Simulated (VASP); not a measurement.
Here is a VASP 6.6.1 calculation.

File INCAR:

```
SYSTEM = H4C
PREC = Accurate
ENCUT = 520
EDIFF = 1E-6
ISMEAR = -1
SIGMA = 0.05
LREAL = Auto
LASPH = .True.
NELM = 120
ALGO = Normal
ISIF = 2
LWAVE = .False.
LCHARG = .False.
GGA = PE
IVDW = 12
NBANDS = 58
GGA_COMPAT = .False.
```

File KPOINTS:

```
Automatic mesh
0
Gamma
  1 1 1
  0 0 0
```

Contents of POSCAR:

```
H4C
1.0
    7.6834750000      0.0000000000      0.0000000000
    0.0000000000      7.6834750000      0.0000000000
    0.0000000000      0.0000000000      7.6834750000
C H
8 32
Direct
    0.7391447229      0.5931951363      1.0246145136
    0.1907730552      0.5630004653      0.7882891530
    0.3393907054      0.3157815962      0.1106140125
    0.3976455966      0.8692160774      0.2739385499
    0.5548921549      0.2299480378      0.6379925750
    0.9300218976      0.8279326737      0.5829653900
    0.8774545372      0.0885797117      1.0422627782
    0.0423896739      0.3180592115      0.4732624236
    0.6638792994      0.5237343780      0.9281737755
    0.6553414959      0.5963577678      1.1423346858
    0.7692743192      0.7179433785      0.9601905388
    0.8522836347      0.5195695958      1.0488613551
    0.2677174065      0.6695408002      0.8527131278
    0.0889701600      0.5079732803      0.8647779813
    0.2927841894      0.4646725603      0.7584849303
    0.1338326734      0.5962406333      0.6632155372
    0.3448569820      0.2910401869      0.2476743921
    0.2415703832      0.2354143145      0.0561464702
    0.4622257507      0.2978990626      0.0392140275
    0.3043284451      0.4540393507      0.0713739551
    0.4411675707      0.9666719811      0.3638978457
    0.4780128783      0.8786779419      0.1663700344
    0.2813310384      0.9331324694      0.2323297727
    0.3956022503      0.7372315261      0.3263887759
    0.6300664738      0.3146232662      0.7304767700
    0.5121510775      0.2831531306      0.5120469579
    0.4473496693      0.1760141082      0.7083513645
    0.6290903530      0.1188394574      0.5733213162
    0.8545222051      0.9194797927      0.5019864059
    1.0129010636      0.9052935033      0.6754756149
    1.0147491858      0.7625716229      0.4752797400
    0.8369390152      0.7132840284      0.6227390601
    1.0169096665      0.0479991150      1.0206579705
    0.8175988078     -0.0221384204      1.1279401573
    0.8032303092      0.0927835387      0.9141306505
    0.8643484882      0.2210848607      1.1047475263
    0.0643068403      0.4463084737      0.4087603591
   -0.0389797585      0.3424231874      0.5870911274
    0.1628559994      0.2601036640      0.4996697458
   -0.0345156326      0.2370802274      0.3763010877
```

Potentials or basis: VASP PAW PBE potentials, release 64 (C, H).

Command:

```console
$ cat potpaw_PBE.64/C/POTCAR potpaw_PBE.64/H/POTCAR > POTCAR
$ mpirun -np 1 vasp_gam > vasp.out
```

(1) Predict the band gap on the k mesh.

(2) What does it give for the largest force?

(3) What does it give for the dispersion energy per atom?

(4) Predict the pressure.

Answers

(1) 6.64 eV.

(2) 3.072 eV/Å.

(3) -0.029 eV.

(4) -0.7 GPa.

Caveat: the k points lie up to 0.82 Å⁻¹ apart.
